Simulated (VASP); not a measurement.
Input of a VASP 6.6.1 run:

INCAR

```
SYSTEM = Cu
ALGO = Normal
EDIFF = 1E-6
EDIFFG = -0.002
ENCUT = 600
GGA = PS
IBRION = 2
ISIF = 3
ISMEAR = 0
LASPH = .TRUE.
LCHARG = .FALSE.
LREAL = .FALSE.
LWAVE = .FALSE.
NELM = 60
NSW = 100
PREC = Accurate
SIGMA = 0.1
```

The input KPOINTS:

```
k-points
0
G
  16 16 16
  0 0 0
```

POSCAR

```
Cu
1.0
    0.0000000000      1.7818426866      1.7818426866
    1.7818426866      0.0000000000      1.7818426866
    1.7818426866      1.7818426866      0.0000000000
Cu
1
Direct
    0.0000000000      0.0000000000      0.0000000000
```

Potentials or basis: VASP PAW PBE potentials, release 64 (Cu).

Command:

```sh
$ cat potpaw_PBE.64/Cu/POTCAR > POTCAR
$ mpirun -np 1 vasp_std > vasp.out
```

**Question.** Estimate the relaxed cell.

**Answer.** a = 2.524 Å, b = 2.524 Å, c = 2.524 Å, α = 60.00°, β = 60.00°, γ = 60.00°.

**Question.** What does it give for the space group after relaxing (to 0.05 Å)?

**Answer.** Fm-3m (No. 225).

**Question.** What does it give for the relaxed volume?

**Answer.** 11.37 Å³/atom.

Final structure:
```
Cu
1.0
     0.00000    1.78487    1.78487
     1.78487    0.00000    1.78487
     1.78487    1.78487    0.00000
Cu
1
Cartesian
  0.0000 0.0000 0.0000
```

Caveat: the PAW data sets were made with another functional, which shifts forces and pressure a little. Zero-point motion and thermal expansion aren't in these numbers.
